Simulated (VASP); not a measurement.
Write the native input for VASP 6.6.1 that does the following.

| Quantity | Value |
| --- | --- |
| Task | single point |
| Functional | PBEsol |
| Potentials or basis | VASP PAW PBE potentials, release 64 (Si, C) |
| Cutoff | 520 eV |
| k mesh | 12 × 12 × 12 |
| Occupations | gaussian, width 0.05 eV |
| Spin | no spin polarisation |
| Dipole correction | no |
| Further INCAR settings | ALGO = Normal; EDIFF = 1e-06; NBANDS = 11 |

The structure of SiC lies in POSCAR:

```
SiC
1.0
    0.0000000000      2.1853839109      2.1853839109
    2.1853839109      0.0000000000      2.1853839109
    2.1281268524      2.1281268524      0.0572570585
Si C
1 1
Direct
    0.0000000000      0.0000000000      0.0000000000
    0.7500000000      0.7500000000      0.7500000000
```

These files were run (other wordings do the same):

INCAR

```
SYSTEM = SiC
PREC = Accurate
ENCUT = 520
EDIFF = 1E-6
ISMEAR = 0
SIGMA = 0.05
LREAL = .False.
LASPH = .True.
NELM = 100
ALGO = Normal
ISIF = 2
LWAVE = .False.
LCHARG = .False.
GGA = PS
NBANDS = 11
```

KPOINTS

```
Automatic mesh
0
Gamma
  12 12 12
  0 0 0
```

Potentials or basis: VASP PAW PBE potentials, release 64 (Si, C).

Run with:

```sh
$ cat potpaw_PBE.64/Si/POTCAR potpaw_PBE.64/C/POTCAR > POTCAR
$ mpirun -np 1 vasp_std > vasp.out
```

Results of the run:

| Item | Value |
| --- | --- |
| Pressure | 8.1 GPa |
| Largest force | 0.567 eV/Å |
| Band gap on the k mesh | 1.03 eV, indirect (least direct gap 4.21 eV) |

Caveat: the PAW data sets were made with another functional, which shifts forces and pressure a little.

Wall time 34 s on 1 thread of Intel Xeon 6975P-C, on a shared host, peak memory 0.16 GiB.
